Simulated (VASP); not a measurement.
Wanted: the native input for a VASP 6.6.1 run.

| Item | Value |
| --- | --- |
| Task | relaxation of cell and atoms |
| Functional | PBE |
| Potentials or basis | VASP PAW PBE potentials, release 64 (Ga_d, Se) |
| Cutoff | 600 eV |
| k mesh | 6 × 6 × 6 |
| Occupations | gaussian, width 0.1 eV |
| Spin | no spin polarisation |
| Dipole correction | no |
| Further INCAR settings | ALGO = Normal; EDIFF = 1e-07; IBRION = 2; EDIFFG = -0.04; NSW = 90; ISIF = 3 |

The structure of Ga2Se lies in POSCAR:

```
Ga2Se
1.0
    1.8230153878      1.0525184249      5.5059728220
   -1.8230153878      1.0525184249      5.5059728220
    0.0000000000     -2.1050368498      5.5059728220
Ga Se
2 1
Direct
    0.7500000000      0.7500000000      0.7500000000
    0.2500000000      0.2500000000      0.2500000000
    0.0000000000      0.0000000000      0.0000000000
```

One way to write it, as run:

INCAR

```
  PREC = Accurate
  ENCUT = 600
  EDIFF = 1E-7
  ISMEAR = 0
  SIGMA = 0.1
  LREAL = F
  LASPH = T
  NELM = 60
  ALGO = Normal
  ISIF = 3
  LWAVE = F
  LCHARG = F
  GGA = PE
  IBRION = 2
  NSW = 90
  EDIFFG = -0.04
```

KPOINTS

```
regular mesh
0
Gamma
  6 6 6
```

Potentials or basis: VASP PAW PBE potentials, release 64 (Ga_d, Se).

The run is started by

```console
$ cat potpaw_PBE.64/Ga_d/POTCAR potpaw_PBE.64/Se/POTCAR > POTCAR
$ mpirun -np 1 vasp_std > vasp.out
```

It gave:

| Item | Value |
| --- | --- |
| Relaxed volume | 22.78 Å³/atom |
| Relaxed cell | a = 5.804 Å, b = 5.804 Å, c = 5.804 Å, α = 38.59°, β = 38.59°, γ = 38.59° |
| Space group after relaxing (to 0.1 Å) | R-3m (No. 166) |
| Energy gained by relaxing | 346.5 meV/atom |
| Ionic steps | 20 |
| Pressure after relaxing | -0.1 GPa |
| Largest force after relaxing | 0.005 eV/Å |
| Band gap on the k mesh | zero (bands 16 and 17 overlap by 1.81 eV) |

Wall time 8.8 min on 1 thread of Intel(R) Xeon(R) 6975P-C (Granite Rapids) (shared host), peak memory 0.36 GiB.
